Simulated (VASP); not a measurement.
A run of VASP 6.6.1 is set up as follows.

INCAR

```
  ALGO = Normal
  EDIFF = 1E-7
  ENCUT = 520
  GGA = CA
  ISIF = 2
  ISMEAR = 0
  LASPH = True
  LCHARG = False
  LREAL = False
  LWAVE = False
  NBANDS = 28
  NELM = 100
  PREC = Accurate
  SIGMA = 0.15
```

File KPOINTS:

```
k-points
0
Gamma
  10 10 8
```

The input POSCAR:

```
SnO
1.0
    4.0306000000      0.0000000000      0.0000000000
    0.0000000000      4.0306000000      0.0000000000
    0.0000000000      0.0000000000      4.4691000000
Sn O
2 2
Direct
    0.0000000000      0.5000000000      0.2457459271
    0.5000000000      0.0000000000      0.7542540729
    0.0000000000      0.0000000000      0.0000000000
    0.5000000000      0.5000000000      0.0000000000
```

Potentials or basis: VASP PAW LDA potentials, release 64 (Sn_d, O).

Launch:

```sh
$ cat potpaw_LDA.64/Sn_d/POTCAR potpaw_LDA.64/O/POTCAR > POTCAR
$ mpirun -np 1 vasp_std > vasp.out
```

Predict the largest force.

0.628 eV/Å.

Estimate the band gap on the k mesh.

0.60 eV, indirect (least direct gap 1.63 eV).

What does it give for the pressure?

-9.1 GPa.

Stress tensor (GPa, compression positive):
```
-11.96   0.00   0.00
  0.00 -11.96   0.00
  0.00   0.00  -3.26
```

Caveat: spin-orbit coupling is left out, which moves the levels of the heavy elements. A k mesh can miss the band edges.
